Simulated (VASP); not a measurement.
A run of VASP 6.6.1 is set up as follows.

INCAR

```
PREC = Accurate
ENCUT = 520
EDIFF = 1E-7
ISMEAR = 0
SIGMA = 0.1
LREAL = False
LASPH = True
NELM = 60
ALGO = Normal
ISIF = 2
LWAVE = False
LCHARG = False
GGA = PE
NBANDS = 31
```

The input KPOINTS:

```
Automatic mesh
0
Gamma
  6 6 4
```

The input POSCAR:

```
BeZn2Te3
1.0
    5.7319224800      0.0000000000      0.0000000000
   -2.8659612400      4.9639904800      0.0000000000
    0.0000000000      0.0000000000      4.5504448400
Be Zn Te
1 2 3
Direct
    0.0000000000      0.0000000000      0.0000000000
    0.3333333300      0.6666666700      0.0000000000
    0.6666666700      0.3333333300      0.0000000000
    0.5000000000      0.5000000000      0.5000000000
    0.0000000000      0.5000000000      0.5000000000
    0.5000000000      0.0000000000      0.5000000000
```

Potentials or basis: VASP PAW PBE potentials, release 64 (Be, Zn, Te).

Launch:

```bash
$ cat potpaw_PBE.64/Be/POTCAR potpaw_PBE.64/Zn/POTCAR potpaw_PBE.64/Te/POTCAR > POTCAR
$ mpirun -np 1 vasp_std > vasp.out
```

Q: Predict the pressure.

A: 19.3 GPa.

Q: Predict the band gap on the k mesh.

A: Zero (band 22 reaches 7.70 eV, above the bottom of band 23 at 5.77 eV).

Stress tensor (GPa, compression positive):
```
23.02  0.00  0.00
 0.00 23.02  0.00
 0.00  0.00 11.83
```

Caveat: spin-orbit coupling is left out, which moves the levels of the heavy elements.
